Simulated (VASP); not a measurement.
A run of VASP 6.6.1 is set up as follows.

File INCAR:

```
PREC = Accurate
ENCUT = 520
EDIFF = 1E-7
ISMEAR = -1
SIGMA = 0.01
LREAL = Auto
LASPH = T
NELM = 100
ALGO = Normal
ISIF = 2
LWAVE = F
LCHARG = T
GGA = PE
LELF = T
LVHAR = T
NBANDS = 122
NELECT = 192.0
```

File KPOINTS:

```
Automatic mesh
0
Gamma
  3 3 3
```

The input POSCAR:

```
Al16SbO23
1.0
    0.0000000000      4.8469330000      4.9854040000
    7.0899410000      0.0000000000      4.9854040000
    7.0899410000      4.8469330000      0.0000000000
Al Sb O
16 1 23
Direct
    0.9645807087      0.0668229553      0.2971174842
    0.4634006229      0.5857938263      0.7861883445
    0.0763202545      0.4145955797      0.1770188176
    0.5709282596      0.9216929611      0.6891540087
    0.3380414081      0.1817513865      0.9247843948
    0.8196298186      0.7166748471      0.4152054512
    0.1432122043      0.8239997260      0.0879802664
    0.6577698195      0.2997237195      0.6252992793
    0.4356962508      0.5320001092      0.1249860548
    0.0684336138      0.9178549535      0.6860758690
    0.4522718541      0.0902244687      0.3058823143
    0.9491971739      0.5840747365      0.8026371121
    0.1678637313      0.3038345996      0.5893049931
    0.6825407975      0.7772472222      0.0933371460
    0.3430120879      0.6972675853      0.4161904892
    0.8415310959      0.1844030602      0.9194216121
    0.7182922940      0.3418226124      0.3171323503
    0.2812407286      0.7929257991      0.8701279608
    0.0957476662      0.3210232686      0.0095520621
    0.5782522514      0.8249276185      0.5314294846
    0.1283908649      0.5189455860      0.2984953390
    0.5793695974      0.0182996771      0.8337065261
    0.5741389875      0.3203083766      0.8356875590
    0.0675056139      0.8168006567      0.3330099294
    0.7395790035      0.1293226913      0.1734091509
    0.2375578661      0.6824492108      0.6623765504
    0.3788119250      0.1400323346      0.5190445921
    0.9440351372      0.6917028544      0.9460605540
    0.4245677028      0.9758980541      0.1897330958
    0.9217928470      0.4760219142      0.6738393945
    0.9394767937      0.1631430553      0.6877967040
    0.4065530080      0.7243968772      0.1610454642
    0.1428955831      0.1026782661      0.9054331907
    0.6398964456      0.6050760333      0.4257055232
    0.3621966216      0.3880101435      0.0855529335
    0.8661188285      0.8824841988      0.6009219529
    0.8577659472      0.8761814607      0.1061315485
    0.3387023978      0.4009119165      0.6149050772
    0.1549936599      0.0979242557      0.3942267575
    0.6476885279      0.6107514016      0.8840926617
```

Potentials or basis: VASP PAW PBE potentials, release 64 (Al, Sb, O).

Run with:

```bash
$ cat potpaw_PBE.64/Al/POTCAR potpaw_PBE.64/Sb/POTCAR potpaw_PBE.64/O/POTCAR > POTCAR
$ mpirun -np 1 vasp_std > vasp.out
```

Q: Predict the largest force.

A: 0.072 eV/Å.

Forces on the atoms (eV/Å):
```
Al  -0.060  0.038  0.002
Al  -0.008  0.016 -0.016
Al  -0.005  0.031  0.058
Al   0.006  0.012 -0.001
Al  -0.003  0.002  0.012
Al   0.003  0.009  0.022
Al  -0.005 -0.004 -0.014
Al   0.055  0.043 -0.020
Al  -0.006 -0.048 -0.018
Al   0.009  0.000  0.007
Al   0.003 -0.007  0.009
Al  -0.014 -0.005  0.000
Al   0.003 -0.004 -0.002
Al   0.007 -0.005  0.007
Al   0.007 -0.006 -0.003
Al  -0.008 -0.011  0.013
Sb  -0.008 -0.055 -0.037
O    0.001 -0.004  0.001
O    0.011 -0.003 -0.011
O   -0.001  0.000 -0.003
O    0.006  0.002  0.002
O   -0.001 -0.001 -0.008
O    0.008 -0.004  0.003
O   -0.013  0.001  0.002
O    0.033  0.006 -0.006
O   -0.002 -0.011 -0.004
O   -0.007 -0.006  0.010
O   -0.004  0.002 -0.006
O    0.001  0.003 -0.007
O   -0.004  0.010 -0.003
O   -0.008  0.010  0.001
O    0.015  0.022  0.008
O    0.002 -0.007  0.013
O   -0.015 -0.008 -0.015
O   -0.007 -0.002 -0.007
O    0.009 -0.007  0.008
O    0.003 -0.003 -0.003
O   -0.001 -0.006  0.004
O    0.004 -0.009 -0.008
O   -0.005  0.009  0.013
```

Caveat: the cell carries a net charge on a neutralising background, which shifts energy and pressure.
